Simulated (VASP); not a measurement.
Crystal: Hg.

```
CELL_PARAMETERS angstrom
0.00000 2.55450 2.55450
2.55450 0.00000 2.55450
2.55450 2.55450 0.00000
ATOMIC_POSITIONS crystal
Hg 0.00000 0.00000 0.00000
```

```yaml
Program: VASP 6.6.1
Task: relaxation of cell and atoms
Functional: r2SCAN
Potentials_or_basis: VASP PAW PBE potentials, release 64 (Hg_sv_GW)
Cutoff: 600 eV
k_mesh: 10 × 10 × 10
Occupations: gaussian, width 0.02 eV
Spin: no spin polarisation
```

At the start: pressure -1.4 GPa; volume 33.34 Å³/atom.

Question: How do energy, volume and symmetry change on relaxing?

Answer: Over 6 steps the energy falls by 27.8 meV/atom and the volume is 28.19 Å³/atom (-15.5 %); space group Fm-3m (No. 225, to 0.1 Å) before and after.

The path:
| step | energy change (eV) | largest force (eV/Å) | pressure (GPa) | volume (Å³) |
| --- | --- | --- | --- | --- |
| 1 | 0.0000 | 0.0000 | -1.44 | 33.34 |
| 2 | -0.0115 | 0.0000 | -1.15 | 31.92 |
| 3 | -0.0262 | 0.0000 | -0.51 | 29.13 |
| 4 | -0.0144 | 0.0000 | 2.17 | 24.04 |
| 5 | -0.0277 | 0.0000 | 0.14 | 27.95 |
| 6 | -0.0278 | 0.0000 | -0.01 | 28.19 |

Final structure:
```cif
data_structure
_symmetry_space_group_name_H-M 'P 1'
_symmetry_Int_Tables_number 1
_cell_length_a 3.4160
_cell_length_b 3.4160
_cell_length_c 3.4160
_cell_angle_alpha 60.000
_cell_angle_beta 60.000
_cell_angle_gamma 60.000
_cell_volume 28.19
loop_
_atom_site_label
_atom_site_type_symbol
_atom_site_fract_x
_atom_site_fract_y
_atom_site_fract_z
_atom_site_occupancy
Hg1 Hg 0.00000 0.00000 0.00000 1
```

Caveat: the volume moved by over 15 % at a fixed basis, so the end points are rough; the PAW data sets were made with another functional, which shifts forces and pressure a little.
